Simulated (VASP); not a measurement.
# AgO (F-43m) in VASP: notebook, part 2 of 2

VASP 6.6.1. The steps go on from the part before.

## 3. Single point, PBEsol (volume scaled by 0.97)

Contents of INCAR:

```
PREC = Accurate
ENCUT = 520
EDIFF = 1E-6
ISMEAR = 0
SIGMA = 0.1
LREAL = False
LASPH = True
NELM = 60
ALGO = Normal
ISIF = 2
LWAVE = False
LCHARG = False
GGA = PS
NBANDS = 16
```

Contents of KPOINTS:

```
Automatic mesh
0
Gamma
  14 14 14
```

Contents of POSCAR:

```
AgO
1.0
    0.0000000000      2.4496696083      2.4496696083
    2.4496696083      0.0000000000      2.4496696083
    2.4496696083      2.4496696083      0.0000000000
Ag O
1 1
Direct
    0.0000000000      0.0000000000      0.0000000000
    0.7500000000      0.7500000000      0.7500000000
```

Potentials or basis: VASP PAW PBE potentials, release 64 (Ag, O).

Command:

```sh
$ cat potpaw_PBE.64/Ag/POTCAR potpaw_PBE.64/O/POTCAR > POTCAR
$ mpirun -np 1 vasp_std > vasp.out
```

Wall time 22 s (1 thread of Intel Xeon Platinum 8481C at 2.70GHz (Sapphire Rapids), shared host); peak memory 0.19 GiB.

Results (log left out):

- Free energy: -8.0740 eV
- Pressure: 3.4 GPa

Levels at points of the mesh, in eV from the Fermi level:
| k point | band 5 | band 6 | band 7 | band 8 | band 9 | band 10 | band 11 | band 12 | band 13 | band 14 |
| --- | --- | --- | --- | --- | --- | --- | --- | --- | --- | --- |
| (0.00, 0.00, 0.00) | -3.10 | -3.10 | 0.25 | 0.85 | 0.85 | 0.85 | 13.81 | 13.81 | 13.81 | 18.50 |
| (0.50, 0.00, 0.00) | -2.92 | -2.92 | -2.73 | -0.03 | -0.03 | 5.35 | 6.82 | 13.68 | 13.68 | 15.93 |
| (0.50, 0.50, 0.00) | -3.27 | -2.76 | -1.79 | -1.35 | -1.35 | 5.93 | 8.79 | 11.32 | 13.25 | 13.25 |

Caveat: the cell differs from its parent crystal (volume scaled by 0.97); the PAW data sets were made with another functional, which shifts forces and pressure a little; an odd number of electrons without spin polarisation forces a metal; a magnetic or distorted state may lie lower.

## 4. Single point, PBEsol

This run uses another cell than the first one, of 15.15 Å³/atom, 1.064 times its volume.

Contents of INCAR:

```
ALGO = Normal ; EDIFF = 1E-6
ENCUT = 520 ; GGA = PS
ISIF = 2 ; ISMEAR = 0
LASPH = T ; LCHARG = T
LELF = T ; LREAL = F
LVHAR = T ; LWAVE = F
NBANDS = 16 ; NELM = 80
PREC = Accurate ; SIGMA = 0.1
```

Contents of KPOINTS:

```
k-points
0
Gamma
  14 14 14
```

Contents of POSCAR:

```
AgO
1.0
    0.0000000000      2.4746679635      2.4746679635
    2.4746679635      0.0000000000      2.4746679635
    2.4746679635      2.4746679635      0.0000000000
Ag O
1 1
Direct
    0.0000000000      0.0000000000      0.0000000000
    0.7500000000      0.7500000000      0.7500000000
```

Potentials or basis: VASP PAW PBE potentials, release 64 (Ag, O).

Command:

```sh
$ cat potpaw_PBE.64/Ag/POTCAR potpaw_PBE.64/O/POTCAR > POTCAR
$ mpirun -np 1 vasp_std > vasp.out
```

OUTCAR:

```text
EDIFF = 1E-6
   ENCUT = 520
   GGA = PS
   ISIF = 2
   ISMEAR = 0
   LASPH = T
   LREAL = F
   NELM = 80
   PREC = Accurate

 ion  position               nearest neighbor table
   1  0.000  0.000  0.000-   2 2.14   2 2.14   2 2.14   2 2.14
   2  0.750  0.750  0.750-   1 2.14   1 2.14   1 2.14   1 2.14

  LATTYP: Found a face centered cubic cell.
 ALAT       =     4.9493359270

  Lattice vectors:

 A1 = (   0.0000000000,   2.4746679635,   2.4746679635)
[... 643 lines left out ...]
------------------------ aborting loop because EDIFF is reached ----------------------------------------

  FORCE on cell =-STRESS in cart. coord.  units (eV):
  Direction    XX          YY          ZZ          XY          YZ          ZX
  --------------------------------------------------------------------------------------
  -------------------------------------------------------------------------------------
  Total       -0.0314782     -0.0314782     -0.0314782      0.0000000     -0.0000000      0.0000000
  in kB       -1.6639456     -1.6639456     -1.6639456      0.0000000     -0.0000000      0.0000000
  external PRESSURE =      -1.6639456 kB  Pullay stress =       0.0000000 kB

 VOLUME and BASIS-vectors are now :
 -----------------------------------------------------------------------------
  energy-cutoff  :      520.00
  volume of cell :       30.31
      direct lattice vectors                 reciprocal lattice vectors
     0.000000000  2.474667963  2.474667963    -0.202047308  0.202047308  0.202047308
     2.474667963  0.000000000  2.474667963     0.202047308 -0.202047308  0.202047308
     2.474667963  2.474667963  0.000000000     0.202047308  0.202047308 -0.202047308

 POSITION                                       TOTAL-FORCE (eV/Angst)
 -----------------------------------------------------------------------------------
      0.00000      0.00000      0.00000         0.000000      0.000000     -0.000000
      3.71200      3.71200      3.71200        -0.000000     -0.000000      0.000000
 -----------------------------------------------------------------------------------
    total drift:                               -0.000000     -0.000000     -0.000000

  FREE ENERGIE OF THE ION-ELECTRON SYSTEM (eV)
  ---------------------------------------------------
  free  energy   TOTEN  =        -8.0838878501 eV

  energy  without entropy=       -8.0718838908  energy(sigma->0) =       -8.07788587
```

OSZICAR:

```text
N       E                     dE             d eps       ncg     rms          rms(c)
DAV:   1     0.891689015447E+02    0.89169E+02   -0.83093E+03  3392   0.970E+02
DAV:   2    -0.743607238687E+01   -0.96605E+02   -0.88302E+02  3944   0.236E+02
DAV:   3    -0.100213103498E+02   -0.25852E+01   -0.25740E+01  3936   0.407E+01
DAV:   4    -0.100319691643E+02   -0.10659E-01   -0.10658E-01  4216   0.278E+00
DAV:   5    -0.100320575864E+02   -0.88422E-04   -0.88422E-04  4112   0.250E-01    0.127E+01
DAV:   6    -0.856665898924E+01    0.14654E+01   -0.84973E+00  3800   0.367E+01    0.113E+01
DAV:   7    -0.809946648835E+01    0.46719E+00   -0.14847E+00  3560   0.157E+01    0.614E+00
DAV:   8    -0.809476875861E+01    0.46977E-02   -0.31382E-01  3608   0.448E+00    0.894E-01
DAV:   9    -0.808445743351E+01    0.10311E-01   -0.15355E-02  3920   0.125E+00    0.295E-01
DAV:  10    -0.808391054679E+01    0.54689E-03   -0.35629E-03  3592   0.508E-01    0.113E-01
DAV:  11    -0.808390743258E+01    0.31142E-05   -0.31193E-04  4000   0.202E-01    0.676E-02
DAV:  12    -0.808388806603E+01    0.19367E-04   -0.66481E-05  3776   0.114E-01    0.774E-03
DAV:  13    -0.808388785005E+01    0.21598E-06   -0.35031E-06  3848   0.163E-02
   1 F= -.80838879E+01 E0= -.80778859E+01  d E =-.120040E-01
```

stdout:

```text
POSCAR found type information on POSCAR AgO
 POSCAR found :  2 types and       2 ions
 scaLAPACK will be used
 -----------------------------------------------------------------------------
|                                                                             |
|                                                                             |
|     You enforced a specific xc type in the INCAR file but a different       |
|     I HOPE YOU KNOW WHAT YOU ARE DOING!                                     |
|                                                                             |
 -----------------------------------------------------------------------------

 LDA part: xc-table for (Slater+PW92), standard interpolation
 POSCAR, INCAR and KPOINTS ok, starting setup
 FFT: planning ... GRIDC
 FFT: planning ... GRID_SOFT
 FFT: planning ... GRID
 WAVECAR not read
 entering main loop
```

It took 23 s on 1 thread of Intel Xeon Platinum 8481C at 2.70GHz (Sapphire Rapids), shared host; peak memory 0.19 GiB.

What came out:

- Free energy: -8.0839 eV
- Pressure: -0.2 GPa

Caveat: the PAW data sets were made with another functional, which shifts forces and pressure a little; an odd number of electrons without spin polarisation forces a metal; a magnetic or distorted state may lie lower.

## 5. The runs side by side

| cell | gap on the mesh (eV) | pressure (GPa) |
| --- | --- | --- |
| a = 3.428 Å, angles 60.0°, 2 atoms | none | 7.7 |
| a = 3.464 Å, angles 60.0°, 2 atoms | none | 3.4 |
| a = 3.500 Å, angles 60.0°, 2 atoms | none | -0.2 |

Alike in all rows: task single point; level PBEsol; potentials or basis VASP PAW PBE potentials, release 64 (Ag, O); no spin polarisation; k mesh 14 × 14 × 14; cutoff (eV) 520; smearing gaussian 0.1 eV.

Caveats: the PAW data sets were made with another functional, which shifts forces and pressure a little; an odd number of electrons without spin polarisation forces a metal; a magnetic or distorted state may lie lower.

Absolute energies hang on the potentials; compare differences alone.
